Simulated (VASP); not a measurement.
SnO:

```
Sn O
1.0
     3.35500    0.00000    0.00000
     0.00000    5.67410    0.00000
     0.00000    0.00000    4.22197
Sn O
2 2
Direct
  0.00000 0.23191 0.51314
  0.50000 0.76809 0.01314
  0.00000 0.89125 0.73686
  0.50000 0.10875 0.23686
```

Base run:

```yaml
Program: VASP 6.6.1
Functional: PBEsol
Potentials_or_basis: VASP PAW PBE potentials, release 64 (Sn_d, O)
Cutoff: 520 eV
k_mesh: 8 × 4 × 6
Occupations: gaussian, width 0.01 eV
Spin: no spin polarisation
```

Its results: band gap on the k mesh 1.33 eV, indirect (least direct gap 1.97 eV); pressure -2.9 GPa; largest force 0.349 eV/Å.

Task: After a change of settings the same cell gave: band gap on the k mesh 1.64 eV, indirect (least direct gap 2.43 eV); pressure -3.0 GPa; largest force 0.343 eV/Å. Which change was it?
A. k mesh from 8 × 4 × 6 to 4 × 4 × 4
B. k mesh from 8 × 4 × 6 to 8 × 6 × 8
C. k mesh from 8 × 4 × 6 to 4 × 2 × 4
D. k mesh from 8 × 4 × 6 to 2 × 2 × 2; further incar settings from ALGO = Normal; EDIFF = 1e-06; NBANDS = 28 to ALGO = Normal; EDIFF = 1e-07; NBANDS = 28

Result: A.

Caveats: some runs use coarse meshes; the PAW data sets were made with another functional, which shifts forces and pressure a little; spin-orbit coupling is left out, which moves the levels of the heavy elements.
